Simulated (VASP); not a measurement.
# BN in VASP: further runs

BN is run at these levels: PBE; tasks: single point.

Program: VASP 6.6.1. These are calculated values, not measurements. Logs are shortened: lines on timing, memory, paths and dates and some standing lists are left out, and cuts for length are marked.

### Step 1. The cell of the first run

The typed cell holds 12 atoms: a = 2.555 Å, b = 2.555 Å, c = 12.759 Å, α = 84.26°, β = 84.26°, γ = 60.00°.

### Step 2. Single point, PBE

File INCAR:

```
PREC     = Accurate       # precision mode
ENCUT    = 520            # plane-wave cutoff, eV
EDIFF    = 1E-6           # SCF threshold, eV
ISMEAR   = 0              # smearing method
SIGMA    = 0.05           # smearing width, eV
LREAL    = F              # projectors in reciprocal space
LASPH    = T              # aspherical terms in the spheres
NELM     = 60             # most SCF steps
ALGO     = Normal         # electronic algorithm
ISIF     = 2              # what is computed and relaxed
LWAVE    = F              # write WAVECAR
LCHARG   = F              # write CHGCAR
GGA      = PE             # functional
NBANDS   = 36             # bands
```

File KPOINTS:

```
regular mesh
0
Gamma
  10 10 2
```

File POSCAR:

```
BN
1.0
   -2.5545800960      0.0000000000      0.0000000000
   -1.2772900480     -2.2123312592      0.0000000000
   -1.2771623190     -0.7373700087     12.6735436055
B N
6 6
Direct
    0.6458625412      0.6458625412      0.0624186182
    0.5347625412      0.5347625412      0.3957519516
    0.4236625412      0.4236625412      0.7290852849
    0.0347792079      0.0347792079      0.8957519516
    0.2569792079      0.2569792079      0.2290852849
    0.1458792079      0.1458792079      0.5624186182
    0.3541819021      0.3541819021      0.9375480484
    0.5763819021      0.5763819021      0.2708813818
    0.4652819021      0.4652819021      0.6042147151
    0.0763985688      0.0763985688      0.7708813818
    0.2985985688      0.2985985688      0.1042147151
    0.1874985688      0.1874985688      0.4375480484
```

Potentials or basis: VASP PAW PBE potentials, release 64 (B, N).

Command:

```console
$ cat potpaw_PBE.64/B/POTCAR potpaw_PBE.64/N/POTCAR > POTCAR
$ mpirun -np 1 vasp_std > vasp.out
```

OUTCAR:

```text
PREC = Accurate
   ENCUT = 520
   EDIFF = 1E-6
   ISMEAR = 0
   LREAL = F
   LASPH = T
   NELM = 60
   ISIF = 2
   GGA = PE

 ion  position               nearest neighbor table
   1  0.646  0.646  0.062-  11 1.57  11 1.57  11 1.57
   2  0.535  0.535  0.396-  12 1.57  12 1.57  12 1.57   8 1.58
   3  0.424  0.424  0.729-  10 1.57  10 1.57  10 1.57   9 1.58
   4  0.035  0.035  0.896-   7 1.57   7 1.57   7 1.57  10 1.58
   5  0.257  0.257  0.229-   8 1.57   8 1.57   8 1.57  11 1.58
   6  0.146  0.146  0.562-   9 1.57   9 1.57   9 1.57  12 1.58
   7  0.354  0.354  0.938-   4 1.57   4 1.57   4 1.57
   8  0.576  0.576  0.271-   5 1.57   5 1.57   5 1.57   2 1.58
   9  0.465  0.465  0.604-   6 1.57   6 1.57   6 1.57   3 1.58
  10  0.076  0.076  0.771-   3 1.57   3 1.57   3 1.57   4 1.58
  11  0.299  0.299  0.104-   1 1.57   1 1.57   1 1.57   5 1.58
  12  0.187  0.187  0.438-   2 1.57   2 1.57   2 1.57   6 1.58

  LATTYP: Found a trigonal (rhomboedric) cell.
 ALAT       =    12.7590581799
 COS(alpha) =     0.9799566206

  Lattice vectors:

 A1 = (  -1.2771623190,  -0.7373700087,  12.6735436055)
 A2 = (   1.2774177770,  -0.7373700087,  12.6735436055)
 A3 = (   0.0001277290,   1.4749612505,  12.6735436055)

Analysis of symmetry for initial positions (statically):
=====================================================================
 Subroutine PRICEL returns:
 Original cell was already a primitive cell.

 Routine SETGRP: Setting up the symmetry group for a
 trigonal (rhombohedral) supercell.

 Subroutine GETGRP returns: Found  2 space group operations
 (whereof  2 operations were pure point group operations)
 out of a pool of 12 trial point group operations.

The static configuration has the point symmetry C_1h.

Analysis of symmetry for dynamics (positions and initial velocities):
=====================================================================
 Subroutine PRICEL returns:
 Original cell was already a primitive cell.

 Routine SETGRP: Setting up the symmetry group for a
 trigonal (rhombohedral) supercell.

 Subroutine GETGRP returns: Found  2 space group operations
 (whereof  2 operations were pure point group operations)
 out of a pool of 12 trial point group operations.

The dynamic configuration has the point symmetry C_1h.

 Subroutine INISYM returns: Found  2 space group operations
[... 142 lines left out ...]
   NSW    =      0    number of steps for IOM
   IBRION =     -1    ionic relax: 0-MD 1-quasi-New 2-CG
   NFREE  =      0    steps in history (QN), initial steepest desc. (CG)
   ISIF   =      2    stress and relaxation
   ISYM   =      2    0-nonsym 1-usesym 2-fastsym
   POTIM  = 0.5000    time-step for ionic-motion
   TEBEG  =    0.0;   TEEND  =   0.0 temperature during run
   PSTRESS=    0.0 pullay stress
   NELECT =      48.0000    total number of electrons
   NUPDOWN=      -1.0000    fix difference up-down
   EMIN   =  10.00;   EMAX   =-10.00  energy-range for DOS
   EFERMI =   0.00;   METHOD = LEGACY
   ISMEAR =     0;   SIGMA  =   0.05  broadening in eV -4-tet -1-fermi 0-gaus
   EFERMI_NEDOS =   21; number of points for ismear=-14 and -15
   IALGO  =     38    algorithm
   IMIX   =      4    mixing-type and parameters
     AMIX     =   0.40;   BMIX     =  1.00
     AMIX_MAG =   1.60;   BMIX_MAG =  1.00
  volume/ion in A,a.u.               =       5.97        40.28
  Fermi-wavevector in a.u.,A,eV,Ry     =   1.432625  2.707270 27.924811  2.052416
  Thomas-Fermi vector in A             =   2.552232
   LORBIT       =      0    0 simple, 1 ext, 2 COOP (PROOUT), +10 PAW based schemes
   GGA     = PE    functional components
   LHFCALC =     F    Hartree Fock is set to
   AEXX    =    0.0000 exact exchange contribution
   IVDW    =     0    specifies the selected vdW correction
   LEPSILON=     F    determine dielectric tensor
   LRPA    =     F    only Hartree local field effects (RPA)
 non-spin polarized calculation
 Gauss-broadening in eV      SIGMA  =   0.05
  energy-cutoff  :      520.00
  volume of cell :       71.63
 maximum number of plane-waves:      1949
   NGX =  9   NGY =  9   NGZ = 47

 number of electron      47.9999990 magnetization

 Free energy of the ion-electron system (eV)
  ---------------------------------------------------
  ext. energy  EPLUGINS =         0.00000000
  ---------------------------------------------------
  free energy    TOTEN  =      -100.61644871 eV

  energy without entropy =     -100.61644871  energy(sigma->0) =     -100.61644871

 E-fermi :   8.1610     XC(G=0): -12.7972

 val. band max:        7.9136031980   @ k =   0.1000   0.0000  -0.0000
 cond. band min:      10.0390523923   @ k =  -0.3000   0.3000   0.5000
 fundamental gap:      2.1254491943
 Fermi energy:         8.1610014001

 k-point     1 :       0.0000    0.0000    0.0000
  band No.  band energies     occupation
      1     -13.0208      2.00000
      2     -12.2347      2.00000
      3     -11.9469      2.00000
      4     -10.4005      2.00000
      5     -10.1512      2.00000
      6      -8.5407      2.00000
[... 925 lines left out ...]
     35      18.9536      0.00000
     36      19.3085      0.00000

 [... further k-points ...]
[... 5 lines left out ...]
  --------------------------------------------------------------------------------------
  -------------------------------------------------------------------------------------
  Total       -2.8399121     -2.8389729     11.3099124     -0.0008134      0.0016873      0.0029225
  in kB      -63.5254479    -63.5044391    252.9892565     -0.0181942      0.0377428      0.0653725
  external PRESSURE =      41.9864565 kB  Pullay stress =       0.0000000 kB

 VOLUME and BASIS-vectors are now :
 -----------------------------------------------------------------------------
  energy-cutoff  :      520.00
  volume of cell :       71.63
      direct lattice vectors                 reciprocal lattice vectors
    -2.554580096  0.000000000  0.000000000    -0.391453766  0.226005937 -0.026298880
    -1.277290048 -2.212331259  0.000000000     0.000000000 -0.452011875 -0.026298880
    -1.277162319 -0.737370009 12.673543606     0.000000000  0.000000000  0.078904530

 POSITION                                       TOTAL-FORCE (eV/Angst)
 -----------------------------------------------------------------------------------
     -2.55458     -1.47489      0.79107         0.000743      0.000429      1.802793
     -2.55458     -1.47489      5.01558         0.000040      0.000023      0.222797
     -2.55458     -1.47489      9.24009         0.000018      0.000011      0.227497
     -1.27729     -0.73744     11.35235         0.000228      0.000132     -0.281384
     -1.27729     -0.73744      2.90332         0.000188      0.000108      0.654918
     -1.27729     -0.73744      7.12784         0.000036      0.000020      0.218004
     -2.55458     -1.47489     11.88206        -0.001501     -0.000867     -4.146597
     -2.55458     -1.47489      3.43303        -0.000048     -0.000028     -0.241994
     -2.55458     -1.47489      7.65754        -0.000060     -0.000035     -0.229951
     -1.27729     -0.73744      9.76980        -0.000168     -0.000097     -0.501125
     -1.27729     -0.73744      1.32077         0.000523      0.000302      2.493247
     -1.27729     -0.73744      5.54528         0.000001      0.000001     -0.218206
 -----------------------------------------------------------------------------------
    total drift:                               -0.000304     -0.000175     -0.000266

  FREE ENERGIE OF THE ION-ELECTRON SYSTEM (eV)
  ---------------------------------------------------
  free  energy   TOTEN  =      -100.6164487109 eV

  energy  without entropy=     -100.6164487109  energy(sigma->0) =     -100.61644871
```

Run time: 77 s. Hardware: 1 thread of Intel Xeon 6975P-C (Granite Rapids), shared host; peak memory 0.25 GiB.

What came out:

* Free energy: -100.6164 eV
* Pressure: 4.2 GPa
* Largest force: 4.147 eV/Å
* Band gap on the k mesh: 2.13 eV, indirect (least direct gap 2.62 eV)

Forces on the atoms (eV/Å):
```
B    0.001  0.000  1.803
B    0.000  0.000  0.223
B    0.000  0.000  0.227
B    0.000  0.000 -0.281
B    0.000  0.000  0.655
B    0.000  0.000  0.218
N   -0.002 -0.001 -4.147
N    0.000  0.000 -0.242
N    0.000  0.000 -0.230
N    0.000  0.000 -0.501
N    0.001  0.000  2.493
N    0.000  0.000 -0.218
```

Stress tensor (GPa, compression positive):
```
-6.35  0.00  0.01
 0.00 -6.35  0.00
 0.01  0.00 25.30
```

Caveat: forces of over 1 eV/Å act on the atoms, so gaps and moduli don't describe the material at rest.

### Step 3. Single point, PBE

INCAR: that of step 2 with these lines changed.

```diff
@@ -7,3 +7,3 @@
 LASPH    = T              # aspherical terms in the spheres
-NELM     = 60             # most SCF steps
+NELM     = 100            # most SCF steps
 ALGO     = Normal         # electronic algorithm
@@ -11,4 +11,6 @@
 LWAVE    = F              # write WAVECAR
-LCHARG   = F              # write CHGCAR
+LCHARG   = T              # write CHGCAR
 GGA      = PE             # functional
+LELF     = T              # ELF
+LVHAR    = T            
 NBANDS   = 36             # bands
```

KPOINTS is that of step 2.

File POSCAR:

```
BN
1.0
   -2.5545800960      0.0000000000      0.0000000000
   -1.2772900480     -2.2123312592      0.0000000000
   -2.5547078250     -1.4749612505     12.6735436055
B N
6 6
Direct
    0.6250521739      0.6250521739      0.0624186182
    0.4028188406      0.4028188406      0.3957519516
    0.1805855072      0.1805855072      0.7290852849
   -0.2638644928     -0.2638644928      0.8957519516
    0.1806021739      0.1806021739      0.2290852849
   -0.0416311594     -0.0416311594      0.5624186182
    0.0416033828      0.0416033828      0.9375480484
    0.4860700494      0.4860700494      0.2708813818
    0.2638367161      0.2638367161      0.6042147151
   -0.1806132839     -0.1806132839      0.7708813818
    0.2638533828      0.2638533828      0.1042147151
    0.0416200494      0.0416200494      0.4375480484
```

Potentials or basis: VASP PAW PBE potentials, release 64 (B, N).

Command:

```console
$ cat potpaw_PBE.64/B/POTCAR potpaw_PBE.64/N/POTCAR > POTCAR
$ mpirun -np 1 vasp_std > vasp.out
```

Run time: 83 s. Hardware: 1 thread of Intel Xeon 6975P-C (Granite Rapids), shared host; peak memory 0.25 GiB.

The run converged. Its results:

```yaml
Free_energy: -101.9126 eV
Pressure: 0.0 GPa
Largest_force: 1.494 eV/Å
Band_gap_on_the_k_mesh: 2.78 eV, indirect (least direct gap 4.33 eV)
```

Forces in eV/Å, atoms in the order of the input:
```
B   -0.001  0.000  1.494
B    0.000  0.000  0.188
B    0.000  0.000  0.248
B    0.000  0.000  0.032
B    0.000  0.000  0.247
B    0.000  0.000  0.189
N    0.000  0.000 -1.163
N    0.000  0.000 -0.162
N    0.000  0.000 -0.202
N    0.000  0.000 -0.506
N    0.000  0.000 -0.176
N    0.000  0.000 -0.190
```

Stress tensor (GPa, compression positive):
```
-3.97  0.00  0.00
 0.00 -3.96  0.00
 0.00  0.00  8.05
```

Levels at points of the mesh, in eV from the valence-band top:
```
           k point  band 22  band 23  band 24  band 25  band 26  band 27
(0.00, 0.00, 0.00)    -0.15    -0.15     0.00     6.46     8.04     8.04
(0.50, 0.00, 0.00)    -3.10    -2.23    -1.55     2.78     6.34     6.44
(0.50, 0.50, 0.00)    -3.10    -2.23    -1.55     2.78     6.34     6.44
(0.00, 0.00, 0.50)    -0.60    -0.14    -0.14     6.50     8.05     8.05
(0.50, 0.00, 0.50)    -2.72    -2.34    -1.55     2.80     6.32     6.52
(0.50, 0.50, 0.50)    -2.72    -2.34    -1.55     2.80     6.32     6.52
```

Caveat: forces of over 1 eV/Å act on the atoms, so gaps and moduli don't describe the material at rest.
